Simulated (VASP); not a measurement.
# NaCl (Fm-3m) in VASP: further runs, part 2 of 2

VASP 6.6.1.

## 3. Single point, PBE

The input, INCAR:

```
PREC     = Accurate       # precision mode
ENCUT    = 500            # plane-wave cutoff, eV
EDIFF    = 1E-6           # SCF threshold, eV
ISMEAR   = 0              # smearing method
SIGMA    = 0.01           # smearing width, eV
LREAL    = F              # projectors in reciprocal space
LASPH    = T              # aspherical terms in the spheres
NELM     = 120            # most SCF steps
ALGO     = Normal         # electronic algorithm
ISIF     = 2              # what is computed and relaxed
LWAVE    = F              # write WAVECAR
LCHARG   = F              # write CHGCAR
GGA      = PE             # functional
NBANDS   = 14             # bands
GGA_COMPAT= F
```

The input, KPOINTS:

```
Automatic mesh
0
Gamma
  4 4 4
```

The input, POSCAR:

```
NaCl
1.0
    0.0000000000      2.7427004899      2.7427004899
    2.7427004899      0.0000000000      2.7427004899
    2.7427004899      2.7427004899      0.0000000000
Na Cl
1 1
Direct
    0.0000000000      0.0000000000      0.0000000000
    0.5000000000      0.5000000000      0.5000000000
```

Potentials or basis: VASP PAW PBE potentials, release 64 (Na_pv, Cl).

Launch:

```
cat potpaw_PBE.64/Na_pv/POTCAR potpaw_PBE.64/Cl/POTCAR > POTCAR
mpirun -np 1 vasp_std > vasp.out
```

OUTCAR:

```text
PREC = Accurate
   ENCUT = 500
   EDIFF = 1E-6
   ISMEAR = 0
   LREAL = F
   LASPH = T
   NELM = 120
   ISIF = 2
   GGA = PE

 ion  position               nearest neighbor table
   1  0.000  0.000  0.000-
   2  0.500  0.500  0.500-

  LATTYP: Found a face centered cubic cell.
 ALAT       =     5.4854009798

  Lattice vectors:

 A1 = (   0.0000000000,   2.7427004899,   2.7427004899)
 A2 = (   2.7427004899,   0.0000000000,   2.7427004899)
 A3 = (   2.7427004899,   2.7427004899,   0.0000000000)

Analysis of symmetry for initial positions (statically):
=====================================================================
 Subroutine PRICEL returns:
 Original cell was already a primitive cell.

 Routine SETGRP: Setting up the symmetry group for a
 face centered cubic supercell.

 Subroutine GETGRP returns: Found 48 space group operations
 (whereof 48 operations were pure point group operations)
 out of a pool of 48 trial point group operations.

The static configuration has the point symmetry O_h .

Analysis of symmetry for dynamics (positions and initial velocities):
=====================================================================
 Subroutine PRICEL returns:
 Original cell was already a primitive cell.

 Routine SETGRP: Setting up the symmetry group for a
 face centered cubic supercell.

 Subroutine GETGRP returns: Found 48 space group operations
 (whereof 48 operations were pure point group operations)
 out of a pool of 48 trial point group operations.

The dynamic configuration has the point symmetry O_h .

 Subroutine INISYM returns: Found 48 space group operations
 (whereof 48 operations are pure point group operations),
 and found     1 'primitive' translations

----------------------------------------------------------------------------------------

                                     Primitive cell

  volume of cell :      41.2634

  direct lattice vectors                    reciprocal lattice vectors
     0.000000000  2.742700490  2.742700490    -0.182302078  0.182302078  0.182302078
     2.742700490  0.000000000  2.742700490     0.182302078 -0.182302078  0.182302078
     2.742700490  2.742700490  0.000000000     0.182302078  0.182302078 -0.182302078

  length of vectors
     3.878764230  3.878764230  3.878764230     0.315756462  0.315756462  0.315756462

  position of ions in fractional coordinates (direct lattice)
     0.000000000  0.000000000  0.000000000
     0.500000000  0.500000000  0.500000000

  ion indices of the primitive-cell ions
   primitive index   ion index
                 1           1
                 2           2

----------------------------------------------------------------------------------------

 KPOINTS: Automatic mesh

Automatic generation of k-mesh.
 Grid dimensions read from file:
 generate k-points for:    4    4    4

 Generating k-lattice:

  Cartesian coordinates                     Fractional coordinates (reciprocal lattice)
    -0.045575520  0.045575520  0.045575520     0.250000000  0.000000000  0.000000000
     0.045575520 -0.045575520  0.045575520     0.000000000  0.250000000  0.000000000
     0.045575520  0.045575520 -0.045575520     0.000000000  0.000000000  0.250000000

  Length of vectors
     0.078939116  0.078939116  0.078939116

  Shift w.r.t. Gamma in fractional coordinates (k-lattice)
     0.000000000  0.000000000  0.000000000

 Subroutine IBZKPT returns following result:
 ===========================================

 Found      8 irreducible k-points:

 Following reciprocal coordinates:
            Coordinates               Weight
  0.000000  0.000000  0.000000      1.000000
  0.250000  0.000000  0.000000      8.000000
  0.500000  0.000000  0.000000      4.000000
  0.250000  0.250000  0.000000      6.000000
  0.500000  0.250000  0.000000     24.000000
 -0.250000  0.250000  0.000000     12.000000
  0.500000  0.500000  0.000000      3.000000
 -0.250000  0.500000  0.250000      6.000000
   k-points           NKPTS =      8   k-points in BZ     NKDIM =      8   number of bands    NBANDS=     14
   number of dos      NEDOS =    301   number of ions     NIONS =      2
   total plane-waves  NPLWV =  21952
   dimension x,y,z NGX =    28 NGY =   28 NGZ =   28
   dimension x,y,z NGXF=    56 NGYF=   56 NGZF=   56
   ions per type =               1   1
   NGX,Y,Z   is equivalent  to a cutoff of  12.00, 12.00, 12.00 a.u.
   NGXF,Y,Z  is equivalent  to a cutoff of  24.00, 24.00, 24.00 a.u.
 SYSTEM =  unknown system
   PREC   = accura    normal or accurate (medium, high low for compatibility)
   ISTART =      0    job   : 0-new  1-cont  2-samecut
   ICHARG =      2    charge: 1-file 2-atom 10-const
   ISPIN  =      1    spin polarized calculation?
   LNONCOLLINEAR =      F non collinear calculations
   LSORBIT =      F    spin-orbit coupling
   LASPH  =      T    aspherical Exc in radial PAW
   ENCUT  =  500.0 eV  36.75 Ry    6.06 a.u.   7.07  7.07  7.07*2*pi/ulx,y,z
   NELM   =    120;   NELMIN=  2; NELMDL= -5     # of ELM steps
   EDIFF  = 0.1E-05   stopping-criterion for ELM
   LREAL  =      F    real-space projection
   EDIFFG = 0.1E-04   stopping-criterion for IOM
   NSW    =      0    number of steps for IOM
   IBRION =     -1    ionic relax: 0-MD 1-quasi-New 2-CG
   NFREE  =      0    steps in history (QN), initial steepest desc. (CG)
   ISIF   =      2    stress and relaxation
   ISYM   =      2    0-nonsym 1-usesym 2-fastsym
   POTIM  = 0.5000    time-step for ionic-motion
   TEBEG  =    0.0;   TEEND  =   0.0 temperature during run
   PSTRESS=    0.0 pullay stress
   NELECT =      14.0000    total number of electrons
   NUPDOWN=      -1.0000    fix difference up-down
   EMIN   =  10.00;   EMAX   =-10.00  energy-range for DOS
   EFERMI =   0.00;   METHOD = LEGACY
   ISMEAR =     0;   SIGMA  =   0.01  broadening in eV -4-tet -1-fermi 0-gaus
   EFERMI_NEDOS =   21; number of points for ismear=-14 and -15
   IALGO  =     38    algorithm
   IMIX   =      4    mixing-type and parameters
     AMIX     =   0.40;   BMIX     =  1.00
     AMIX_MAG =   1.60;   BMIX_MAG =  1.00
  volume/ion in A,a.u.               =      20.63       139.23
  Fermi-wavevector in a.u.,A,eV,Ry     =   1.141815  2.157718 17.738484  1.303742
  Thomas-Fermi vector in A             =   2.278514
   LORBIT       =      0    0 simple, 1 ext, 2 COOP (PROOUT), +10 PAW based schemes
   GGA     = PE    functional components
   LHFCALC =     F    Hartree Fock is set to
   AEXX    =    0.0000 exact exchange contribution
   IVDW    =     0    specifies the selected vdW correction
   LEPSILON=     F    determine dielectric tensor
   LRPA    =     F    only Hartree local field effects (RPA)
 non-spin polarized calculation
 Gauss-broadening in eV      SIGMA  =   0.01
  energy-cutoff  :      500.00
  volume of cell :       41.26
 maximum number of plane-waves:      1067
   NGX = 15   NGY = 15   NGZ = 15

 number of electron      14.0000007 magnetization

 Free energy of the ion-electron system (eV)
  ---------------------------------------------------
  ext. energy  EPLUGINS =         0.00000000
  ---------------------------------------------------
  free energy    TOTEN  =        -6.72663584 eV

  energy without entropy =       -6.72663584  energy(sigma->0) =       -6.72663584

 E-fermi :  -0.1640     XC(G=0):  -8.5279

 val. band max:       -0.2173657555   @ k =   0.0000   0.0000   0.0000
 cond. band min:       5.2297172868   @ k =   0.0000   0.0000   0.0000
 fundamental gap:      5.4470830424
 Fermi energy:        -0.1639680114

 k-point     1 :       0.0000    0.0000    0.0000
  band No.  band energies     occupation
      1     -20.8935      2.00000
      2     -20.8935      2.00000
      3     -20.8935      2.00000
      4     -13.0800      2.00000
      5      -0.2174      2.00000
      6      -0.2174      2.00000
      7      -0.2174      2.00000
      8       5.2297      0.00000
      9      10.9757      0.00000
     10      10.9757      0.00000
     11      10.9757      0.00000
     12      13.2494      0.00000
     13      13.2494      0.00000
     14      14.9958      0.00000
[... 105 lines left out ...]
      1     -20.9136      2.00000
      2     -20.9136      2.00000
      3     -20.9084      2.00000
      4     -12.5724      2.00000
      5      -1.5759      2.00000
      6      -1.5759      2.00000
      7      -1.0857      2.00000
      8       8.9546      0.00000
      9       9.6985      0.00000
     10       9.6985      0.00000
     11      11.5638      0.00000
     12      16.1476      0.00000
     13      16.1476      0.00000
     14      16.6750      0.00000

------------------------ aborting loop because EDIFF is reached ----------------------------------------

  FORCE on cell =-STRESS in cart. coord.  units (eV):
  Direction    XX          YY          ZZ          XY          YZ          ZX
  --------------------------------------------------------------------------------------
  -------------------------------------------------------------------------------------
  Total        0.8891657      0.8891657      0.8891657      0.0000000      0.0000000     -0.0000000
  in kB       34.5245572     34.5245572     34.5245572      0.0000000      0.0000000     -0.0000000
  external PRESSURE =      34.5245572 kB  Pullay stress =       0.0000000 kB

 VOLUME and BASIS-vectors are now :
 -----------------------------------------------------------------------------
  energy-cutoff  :      500.00
  volume of cell :       41.26
      direct lattice vectors                 reciprocal lattice vectors
     0.000000000  2.742700490  2.742700490    -0.182302078  0.182302078  0.182302078
     2.742700490  0.000000000  2.742700490     0.182302078 -0.182302078  0.182302078
     2.742700490  2.742700490  0.000000000     0.182302078  0.182302078 -0.182302078

 POSITION                                       TOTAL-FORCE (eV/Angst)
 -----------------------------------------------------------------------------------
      0.00000      0.00000      0.00000        -0.000000     -0.000000     -0.000000
      2.74270      2.74270      2.74270         0.000000      0.000000      0.000000
 -----------------------------------------------------------------------------------
    total drift:                                0.000000      0.000000      0.000000

  FREE ENERGIE OF THE ION-ELECTRON SYSTEM (eV)
  ---------------------------------------------------
  free  energy   TOTEN  =        -6.7266358370 eV

  energy  without entropy=       -6.7266358370  energy(sigma->0) =       -6.72663584
```

Run time: 3.2 s. Hardware: 1 thread of AMD EPYC 9R45 (Zen 5), shared host; peak memory 0.11 GiB.

What came out:

```
Free energy            : -6.7266 eV
Pressure               : 3.5 GPa
Band gap on the k mesh : 5.45 eV, direct
```

Levels at points of the mesh, in eV from the valence-band top:
```tsv
k point	band 5	band 6	band 7	band 8	band 9	band 10
(0.00, 0.00, 0.00)	0.00	0.00	0.00	5.45	11.19	11.19
(0.50, 0.00, 0.00)	-2.19	-0.31	-0.31	7.42	11.17	11.17
(0.50, 0.50, 0.00)	-1.89	-0.68	-0.68	7.78	7.99	11.93
```

Caveat: the k points lie up to 0.50 Å⁻¹ apart.
